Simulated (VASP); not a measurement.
# TiAl (P-6m2) in VASP: notebook, part 2 of 2

VASP 6.6.1. The steps go on from the part before.

### 3 Single point, LDA, collinear spin (15.09 Å³/atom)

File INCAR:

```
ALGO = Fast
EDIFF = 1E-6
ENCUT = 520
ISIF = 2
ISMEAR = 0
ISPIN = 2
LASPH = T
LCHARG = F
LMAXMIX = 4
LORBIT = 11
LREAL = F
LWAVE = F
MAGMOM = 0.25 0
NBANDS = 18
NELM = 150
NUPDOWN = 0.25
PREC = Accurate
SIGMA = 0.15
```

File KPOINTS:

```
k-points
0
Gamma
  21 21 12
```

File POSCAR:

```
TiAl
1.0
    2.7740235071      0.0000000000      0.0000000000
   -1.3870117535      2.4023748278      0.0000000000
    0.0000000000      0.0000000000      4.5280453252
Ti Al
1 1
Direct
    0.0000000000      0.0000000000      0.0000000000
    0.3333333333      0.6666666667      0.5000000000
```

Potentials or basis: VASP PAW LDA potentials, release 64 (Ti_sv, Al).

Started as:

```
$ cat potpaw_LDA.64/Ti_sv/POTCAR potpaw_LDA.64/Al/POTCAR > POTCAR
$ mpirun -np 1 vasp_std > vasp.out
```

OUTCAR:

```text
EDIFF = 1E-6
   ENCUT = 520
   ISIF = 2
   ISMEAR = 0
   ISPIN = 2
   LASPH = T
   LORBIT = 11
   LREAL = F
   NELM = 150
   NUPDOWN = 0.25
   PREC = Accurate

 ion  position               nearest neighbor table
   1  0.000  0.000  0.000-   2 2.77   2 2.77   2 2.77   2 2.77   2 2.77   2 2.77
   2  0.333  0.667  0.500-   1 2.77   1 2.77   1 2.77   1 2.77   1 2.77   1 2.77

  LATTYP: Found a hexagonal cell.
 ALAT       =     2.7740235071
 C/A-ratio  =     1.6323024349

  Lattice vectors:

 A1 = (   2.7740235071,   0.0000000000,   0.0000000000)
 A2 = (  -1.3870117535,   2.4023748278,   0.0000000000)
 A3 = (   0.0000000000,   0.0000000000,   4.5280453252)

Analysis of symmetry for initial positions (statically):
=====================================================================
 Subroutine PRICEL returns:
 Original cell was already a primitive cell.

 Routine SETGRP: Setting up the symmetry group for a
 hexagonal supercell.

 Subroutine GETGRP returns: Found 12 space group operations
 (whereof 12 operations were pure point group operations)
[... 694 lines left out ...]

 spin component 2

 k-point     1 :       0.0000    0.0000    0.0000
  band No.  band energies     occupation
      1     -46.8667      1.00000
      2     -23.5985      1.00000
      3     -23.0362      1.00000
      4     -23.0362      1.00000
      5      -0.6488      1.00000
      6       6.3682      1.00000
[... 493 lines left out ...]
     17      24.7938      0.00000
     18      26.2032      0.00000

 [... further k-points ...]
[... 5 lines left out ...]
  --------------------------------------------------------------------------------------
  -------------------------------------------------------------------------------------
  Total        0.9693004      0.9693004      1.0738969      0.0000000     -0.0000000     -0.0000000
  in kB       51.4644473     51.4644473     57.0179361      0.0000000     -0.0000000     -0.0000000
  external PRESSURE =      53.3156103 kB  Pullay stress =       0.0000000 kB

 VOLUME and BASIS-vectors are now :
 -----------------------------------------------------------------------------
  energy-cutoff  :      520.00
  volume of cell :       30.18
      direct lattice vectors                 reciprocal lattice vectors
     2.774023507  0.000000000  0.000000000     0.360487212  0.208127389  0.000000000
    -1.387011753  2.402374828  0.000000000     0.000000000  0.416254778  0.000000000
     0.000000000  0.000000000  4.528045325     0.000000000  0.000000000  0.220845846

 POSITION                                       TOTAL-FORCE (eV/Angst)
 -----------------------------------------------------------------------------------
      0.00000      0.00000      0.00000        -0.000000      0.000000      0.000000
     -0.00000      1.60158      2.26402         0.000000      0.000000      0.000000
 -----------------------------------------------------------------------------------
    total drift:                                0.000000     -0.000000      0.000000

  FREE ENERGIE OF THE ION-ELECTRON SYSTEM (eV)
  ---------------------------------------------------
  free  energy   TOTEN  =       -13.2366843814 eV

  energy  without entropy=      -13.2106768248  energy(sigma->0) =      -13.22368060

 total charge

# of ion       s       p       d       tot
------------------------------------------
    1        2.239   6.152   2.018  10.409
    2        0.443   0.418   0.000   0.861
--------------------------------------------------
tot          2.682   6.570   2.018  11.270

 magnetization (x)

# of ion       s       p       d       tot
------------------------------------------
    1        0.003   0.018   0.123   0.143
    2        0.001   0.007   0.000   0.009
--------------------------------------------------
tot          0.004   0.025   0.123   0.152
```

OSZICAR:

```text
N       E                     dE             d eps       ncg     rms          rms(c)
DAV:   1     0.107160268465E+03    0.10716E+03   -0.66408E+03 24240   0.852E+02
DAV:   2    -0.854122963185E+01   -0.11570E+03   -0.10970E+03 24744   0.252E+02
DAV:   3    -0.144272587660E+02   -0.58860E+01   -0.57691E+01 32150   0.555E+01
DAV:   4    -0.145823237517E+02   -0.15506E+00   -0.15454E+00 28918   0.809E+00
DAV:   5    -0.145868200103E+02   -0.44963E-02   -0.44955E-02 29110   0.133E+00    0.985E+00
RMM:   6    -0.134748932861E+02    0.11119E+01   -0.22343E+00 31389   0.126E+01    0.328E+00
RMM:   7    -0.132490908959E+02    0.22580E+00   -0.15012E-01 33341   0.289E+00    0.208E+00
RMM:   8    -0.132326291656E+02    0.16462E-01   -0.13000E-01 34519   0.221E+00    0.779E-01
RMM:   9    -0.132363422780E+02   -0.37131E-02   -0.44668E-02 34845   0.192E+00    0.493E-01
RMM:  10    -0.132358976236E+02    0.44465E-03   -0.14899E-02 37997   0.764E-01    0.165E-01
RMM:  11    -0.132364642068E+02   -0.56658E-03   -0.51084E-03 38168   0.449E-01    0.130E-01
RMM:  12    -0.132365725859E+02   -0.10838E-03   -0.23816E-03 38255   0.371E-01    0.901E-02
RMM:  13    -0.132366426120E+02   -0.70026E-04   -0.51820E-04 38799   0.136E-01    0.492E-02
RMM:  14    -0.132366718432E+02   -0.29231E-04   -0.20038E-04 39658   0.752E-02    0.119E-02
RMM:  15    -0.132366797441E+02   -0.79009E-05   -0.64564E-05 37189   0.418E-02    0.109E-02
RMM:  16    -0.132366825982E+02   -0.28541E-05   -0.27912E-05 34117   0.276E-02    0.772E-03
RMM:  17    -0.132366838611E+02   -0.12628E-05   -0.11820E-05 31246   0.217E-02    0.174E-03
RMM:  18    -0.132366843814E+02   -0.52029E-06   -0.44464E-06 27033   0.101E-02
   1 F= -.13236684E+02 E0= -.13223681E+02  d E =-.260076E-01  mag=     0.2500
```

Run time: 3.3 min. Hardware: 1 thread of Intel Xeon 6975P-C (Granite Rapids), shared host; peak memory 0.36 GiB.

What came out:

| Quantity | Value |
| --- | --- |
| Free energy | -13.2367 eV |
| Pressure | 5.3 GPa |
| Net moment | 0.25 μB per cell |
| Site moments | Ti +0.14; Al +0.01 μB |
| Valence electrons inside the program's atomic spheres | Ti 10.41; Al 0.86 |

Caveat: the cell stands under pressure; the total moment is fixed, so each spin has its own Fermi level.

### 4 Single point, LDA, collinear spin (16.34 Å³/atom)

This run uses another cell than the first one, of 16.34 Å³/atom.

File INCAR:

```
SYSTEM = TiAl
PREC = Accurate
ENCUT = 520
EDIFF = 1E-7
ISMEAR = 0
SIGMA = 0.15
LREAL = .FALSE.
LASPH = .TRUE.
NELM = 150
ALGO = Normal
ISIF = 2
LWAVE = .FALSE.
LCHARG = .FALSE.
ISPIN = 2
MAGMOM = 0.625 0
LORBIT = 11
NUPDOWN = 0.625
LMAXMIX = 4
NBANDS = 18
```

File KPOINTS:

```
regular mesh
0
G
  21 21 12
  0 0 0
```

File POSCAR:

```
TiAl
1.0
    2.8490138039      0.0000000000      0.0000000000
   -1.4245069020      2.4673183299      0.0000000000
    0.0000000000      0.0000000000      4.6504521693
Ti Al
1 1
Direct
    0.0000000000      0.0000000000      0.0000000000
    0.3333333333      0.6666666667      0.5000000000
```

Started as:

```
$ cat potpaw_LDA.64/Ti_sv/POTCAR potpaw_LDA.64/Al/POTCAR > POTCAR
$ mpirun -np 1 vasp_std > vasp.out
```

Run time: 5.1 min. Hardware: 1 thread of Intel Xeon Platinum 8175M at 2.50GHz (Skylake/Cascade Lake), shared host; peak memory 0.38 GiB.

It converged, with:

```
Free energy                                           : -13.2146 eV
Pressure                                              : -3.9 GPa
Net moment                                            : 0.62 μB per cell
Site moments                                          : Ti +0.37; Al +0.02 μB
Valence electrons inside the program's atomic spheres : Ti 10.31; Al 0.82
```

Stress tensor (GPa, compression positive):
```
-3.01  0.00  0.00
 0.00 -3.01  0.00
 0.00  0.00 -5.60
```

Caveat: the cell stands under tension; the total moment is fixed, so each spin has its own Fermi level.

### 5 Overview

```csv
fixed moment (μB),cell,pressure (GPa),moment (μB)
1.0,"a = 2.774, b = 2.774, c = 4.528 Å, angles 90.0, 90.0, 120.0°, 2 atoms",6.3,1.00
0.25,"a = 2.774, b = 2.774, c = 4.528 Å, angles 90.0, 90.0, 120.0°, 2 atoms",5.3,0.25
0.625,"a = 2.849, b = 2.849, c = 4.650 Å, angles 90.0, 90.0, 120.0°, 2 atoms",-3.9,0.62
```

Alike in all rows: task single point; level LDA; potentials or basis VASP PAW LDA potentials, release 64 (Ti_sv, Al); spin collinear; k mesh 21 × 21 × 12; cutoff (eV) 520; smearing gaussian 0.15 eV.

Caveats: the total moment is fixed, so each spin has its own Fermi level; the cell stands under pressure (at least some runs); the cell stands under tension (at least some runs).

Absolute energies hang on the potentials; compare differences alone.
